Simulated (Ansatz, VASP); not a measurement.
# SiO2: VASP beside Ansatz

```xyz
12
Lattice="5.2720 0.0000 0.0000 -2.6360 4.5657 0.0000 0.0000 0.0000 8.6148" Properties=species:S:1:pos:R:3 pbc="T T T"
Si    0.0000    3.0438    0.5392
Si    2.6360    1.5219    4.8466
Si    0.0000    3.0438    3.7682
Si    2.6360    1.5219    8.0755
O     0.0000    3.0438    2.1537
O     2.6360    1.5219    6.4611
O     2.6360    0.0000    0.0000
O     1.3180    2.2829    4.3074
O    -1.3180    2.2829    0.0000
O     2.6360    0.0000    4.3074
O     1.3180    2.2829    0.0000
O    -1.3180    2.2829    4.3074
```

Alike in both runs: functional PBE; k mesh 6 × 6 × 4; occupations gaussian, width 0.1 eV; no spin polarisation.

Ansatz relaxed the structure, and its values are those at the end. VASP's run is a single point on that final structure, the one shown.

|  | VASP | Ansatz |
| --- | --- | --- |
| version | VASP 6.6.1 | Ansatz 0.2.0 |
| potentials or method | VASP PAW PBE potentials, release 64 (Si, O), cutoff 520 eV | scalar-relativistic, plane waves, PAW |
| valence electrons in the cell | 64 | 64 |

|  | VASP | Ansatz | Ansatz less VASP |
| --- | --- | --- | --- |
| gap on the k mesh at the Fermi level (eV) | 5.37 | 5.37 | +0.002 |
| least direct gap on the mesh (eV) | 5.37 | 5.37 | +0.002 |
| pressure (GPa) | 0.2 | 0.2 | -0.02 |
| rms of the force components (eV/Å) | 0.010 | 0.010 | 0.0000 |
